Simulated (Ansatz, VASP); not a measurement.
## CaAu5 in VASP and in Ansatz

The input INCAR:

```
ALGO = Normal
EDIFF = 1E-6
ENCUT = 520
ISIF = 2
ISMEAR = -1
LASPH = T
LCHARG = F
LREAL = F
LWAVE = F
NBANDS = 42
NELM = 60
PREC = Accurate
SIGMA = 0.1
```

The input KPOINTS:

```
k-points
0
Gamma
  8 8 8
```

Contents of POSCAR:

```
CaAu5
1.0
    0.0000000000      3.8938070000      3.8938070000
    3.8938070000      0.0000000000      3.8938070000
    3.8938070000      3.8938070000      0.0000000000
Au Ca
5 1
Direct
    0.2500000000      0.2500000000      0.2500000000
    0.6250000000      0.6250000000      0.6250000000
    0.1250000000      0.6250000000      0.6250000000
    0.6250000000      0.6250000000      0.1250000000
    0.6250000000      0.1250000000      0.6250000000
    0.0000000000      0.0000000000      0.0000000000
```

Input for Ansatz:

```yaml
crystal:
  lattice:
    - [0.0, 3.893807, 3.893807]
    - [3.893807, 0.0, 3.893807]
    - [3.893807, 3.893807, 0.0]
  atoms:
    - { symbol: Au, position: [0.25, 0.25, 0.25] }
    - { symbol: Ca, position: [0.0, 0.0, 0.0] }
    - { symbol: Au, position: [0.625, 0.625, 0.625] }
    - { symbol: Au, position: [0.125, 0.625, 0.625] }
    - { symbol: Au, position: [0.625, 0.625, 0.125] }
    - { symbol: Au, position: [0.625, 0.125, 0.625] }
  symmetry: { tolerance: 0.0003 }
kpoints:
  mp_grid: { grid: [8, 8, 8], shift: [0, 0, 0] }
  band_path:
    path:
      - [0.0, 0.0, 0.0]
      - [-0.5, -0.5, 0.0]
      - [-0.375, -0.375, 0.25]
      - [-0.375, 0.0, 0.375]
      - [0.0, 0.0, 0.0]
      - [0.0, 0.0, 0.5]
      - [-0.5, -0.25, 0.25]
      - [-0.5, -0.5, 0.0]
    npoints: 8
magnetization:
  spin_polarized: false
scf:
  occupations: { method: fermi_dirac }
  lower_state_search: "off"
  max_iter: 200
hamiltonian:
  pseudopotentials: { kind: paw }
  xc: lda
basis:
  ecutwfc: 420
  fft_grid_basis: typed
output:
  forces: true
  stress: true
  eigenvalues: true
  bader: true
  populations: true
  elf: true
  write_potential: true
  volumetric_format: npy
  dos:
    e_range: [-12, 8]
    de: 0.05
    projected: { site_lists: { Au: [Au], Ca: [Ca] } }
checkpoint:
  read: saved_state
```

Alike in both runs: task single point; functional LDA; k mesh 8 × 8 × 8; no spin polarisation.

|  | VASP | Ansatz |
| --- | --- | --- |
| version | VASP 6.6.1 | Ansatz 0.2.0 |
| potentials or method | VASP PAW LDA potentials, release 64 (Au, Ca_sv), cutoff 520 eV | PAW plane waves |
| occupations | fermi-dirac, width 0.1 eV | fermi-dirac |
| valence electrons in the cell | 65 | 105 |

|  | VASP | Ansatz | Ansatz less VASP |
| --- | --- | --- | --- |
| pressure (GPa) | -6.3 | -6.7 | -0.35 |

LDA's correlation is that of Perdew and Zunger in VASP and of Perdew and Wang (1992) in Ansatz. VASP's potentials hold 65 valence electrons a cell and Ansatz's 105, so a difference there can come from the potentials and not from the codes.

Spin-orbit coupling is off throughout.
